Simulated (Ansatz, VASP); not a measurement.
# BN: VASP beside Ansatz

Contents of INCAR:

```
SYSTEM = BN
  PREC = Accurate
  ENCUT = 520
  EDIFF = 1E-6
  ISMEAR = 0
  SIGMA = 0.05
  LREAL = .False.
  LASPH = .True.
  NELM = 60
  ALGO = Normal
  ISIF = 2
  LWAVE = .False.
  LCHARG = .True.
  GGA = PE
  LELF = .True.
  LVHAR = .True.
  NBANDS = 16
```

KPOINTS

```
Automatic mesh
0
Gamma
  12 12 6
  0 0 0
```

The input POSCAR:

```
BN
1.0
    2.5922486957      0.0000000000      0.0000000000
   -1.2961243479      2.2449532234      0.0000000000
    0.0000000000      0.0000000000      4.2268550000
B N
2 2
Direct
    0.6666666667      0.3333333333      0.9997240000
    0.3333333333      0.6666666667      0.4997240000
    0.6666666667      0.3333333333      0.6252760000
    0.3333333333      0.6666666667      0.1252760000
```

Input for Ansatz:

```yaml
crystal:
  lattice:
    - [2.5922486957, 0.0, 0.0]
    - [-1.2961243479, 2.2449532234, 0.0]
    - [0.0, 0.0, 4.226855]
  atoms:
    - { symbol: B, position: [0.6666666667, 0.3333333333, 0.999724] }
    - { symbol: B, position: [0.3333333333, 0.6666666667, 0.499724] }
    - { symbol: "N", position: [0.6666666667, 0.3333333333, 0.625276] }
    - { symbol: "N", position: [0.3333333333, 0.6666666667, 0.125276] }
basis:
  ecutwfc: 420
kpoints:
  mp_grid: { grid: [12, 12, 6] }
hamiltonian:
  xc: pbe
scf:
  occupations: { method: gaussian, width: 0.05 }
output:
  forces: true
  stress: true
  eigenvalues: true
```

Change from the starting cell: strain +0.0150 x Voigt [1, 1, 0, 0, 0, 0], atoms carried along.

Alike in both runs: task single point; functional PBE; k mesh 12 × 12 × 6; occupations gaussian, width 0.05 eV; no spin polarisation.

|  | VASP | Ansatz |
| --- | --- | --- |
| version | VASP 6.6.1 | Ansatz 0.2.0 |
| potentials or method | VASP PAW PBE potentials, release 64 (B, N), cutoff 520 eV | scalar-relativistic, plane waves, PAW |
| valence electrons in the cell | 16 | 16 |

|  | VASP | Ansatz | Ansatz less VASP |
| --- | --- | --- | --- |
| gap on the k mesh at the Fermi level (eV) | 5.29 | 5.30 | +0.016 |
| least direct gap on the mesh (eV) | 8.00 | 8.00 | +0.007 |
| pressure (GPa) | -10.2 | -10.4 | -0.15 |
| traceless stress, the component that is largest in VASP (GPa) | 8.25 | 8.22 | -0.031 |
| rms of the force components (eV/Å) | 0.019 | 0.019 | -0.0004 |

Atom by atom the forces differ by 0.000 eV/Å (rms over components). With one functional, cell and mesh, what is left measures potentials, basis and numerics.
